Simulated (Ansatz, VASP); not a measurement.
# Ag in VASP and in Ansatz

INCAR

```
SYSTEM = Ag
  PREC = Accurate
  ENCUT = 520
  EDIFF = 1E-6
  ISMEAR = 0
  SIGMA = 0.15
  LREAL = .False.
  LASPH = .True.
  NELM = 80
  ALGO = Normal
  ISIF = 2
  LWAVE = .False.
  LCHARG = .True.
  GGA = PE
  LELF = .True.
  LVHAR = .True.
  NBANDS = 12
```

KPOINTS

```
regular mesh
0
Gamma
  20 20 20
  0 0 0
```

The input POSCAR:

```
Ag
1.0
    0.0000000000      2.0941775000      1.9920225000
    2.0941775000      0.0000000000      1.9920225000
    2.0941775000      2.0941775000      0.0000000000
Ag
1
Direct
    0.0000000000      0.0000000000      0.0000000000
```

Input for Ansatz:

```yaml
crystal:
  lattice:
    - [0.0, 2.0941775, 1.9920225]
    - [2.0941775, 0.0, 1.9920225]
    - [2.0941775, 2.0941775, 0.0]
  atoms:
    - { symbol: Ag, position: [0.0, 0.0, 0.0] }
basis:
  ecutwfc: 420
kpoints:
  mp_grid: { grid: [20, 20, 20] }
hamiltonian:
  xc: pbe
scf:
  occupations: { method: gaussian, width: 0.15 }
output:
  forces: true
  stress: true
  eigenvalues: true
```

Change from the starting cell: strain +0.025 along x and y, -0.025 along z, atoms carried along.

Alike in both runs: task single point; functional PBE; k mesh 20 × 20 × 20; occupations gaussian, width 0.15 eV; no spin polarisation.

|  | VASP | Ansatz |
| --- | --- | --- |
| version | VASP 6.6.1 | Ansatz 0.2.0 |
| potentials or method | VASP PAW PBE potentials, release 64 (Ag), cutoff 520 eV | scalar-relativistic, plane waves, PAW |
| valence electrons in the cell | 11 | 19 |

```tsv
	VASP	Ansatz	Ansatz less VASP
gap on the k mesh at the Fermi level (eV)	none	none	-
pressure (GPa)	1.9	2.1	+0.14
traceless stress, the component that is largest in VASP (GPa)	1.08	1.09	+0.006
```

A gap of «none» marks a metal or a gap that the smearing closes. With one functional, cell and mesh, what is left measures potentials, basis and numerics. VASP's potentials hold 11 valence electrons a cell and Ansatz's 19, so a difference there can come from the potentials and not from the codes.
